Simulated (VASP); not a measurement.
Runs of VASP 6.6.1 on ZnSe. The structure is that of space group Fm-3m (No. 225), or close to it. The cells are those of the table. 

```csv
cell,gap on the mesh (eV),pressure (GPa)
"a = 3.846 Å, angles 60.0°, 2 atoms",none,-2.4
"a = 3.524 Å, angles 60.0°, 2 atoms",none,(b)
"a = 3.744 Å, angles 60.0°, 2 atoms",none,3.4
"a = 3.796 Å, angles 60.0°, 2 atoms",none,(a)
"a = 3.840 Å, angles 60.0°, 2 atoms",none,-2.1
```

Alike in all rows: task single point; level PBE; potentials or basis VASP PAW PBE potentials, release 64 (Se, Zn); no spin polarisation; k mesh 12 × 12 × 12; cutoff (eV) 520; smearing gaussian 0.05 eV.

Q: Fill in the values left out.

A: (a) 0.2; (b) 26.9.

A k mesh can miss the band edges, and the runs leave out spin-orbit coupling on Se.

A gap of «none» marks levels without a gap at the run's occupations.
